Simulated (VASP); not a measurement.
Runs of VASP 6.6.1 on Yb. Symmetry: Fm-3m, No. 225, cubic system. Conventional cell: a = 5.230 Å, b = 5.230 Å, c = 5.230 Å, α = 90.00°, β = 90.00°, γ = 90.00°. Within 4.9 Å of Yb (site symmetry m-3m) lie 12 Yb at 3.70 Å. 

| smearing | gap on the mesh (eV) | pressure (GPa) |
| --- | --- | --- |
| fermi-dirac 0.6 eV | - | 0.2 |
| fermi-dirac 0.3 eV | none | 0.2 |
| fermi-dirac 0.1 eV | none | -2.7 |
| fermi-dirac 0.01 eV | none | 0.1 |
| gaussian 1 eV | none | 0.1 |
| gaussian 0.1 eV | none | (a) |
| fermi-dirac 0.2 eV | none | -0.4 |

Alike in all rows: task single point; level PBE; potentials or basis VASP PAW PBE potentials, release 64 (Yb); no spin polarisation; cell as given; k mesh 10 × 10 × 10; cutoff (eV) 520.

Estimate the missing entries.

(a) 0.4.

Caveats: spin-orbit coupling is left out, which moves the levels of the heavy elements.

A k mesh can miss the band edges, and the runs leave out spin-orbit coupling on Yb.

A gap of «none» marks levels without a gap at the run's occupations.
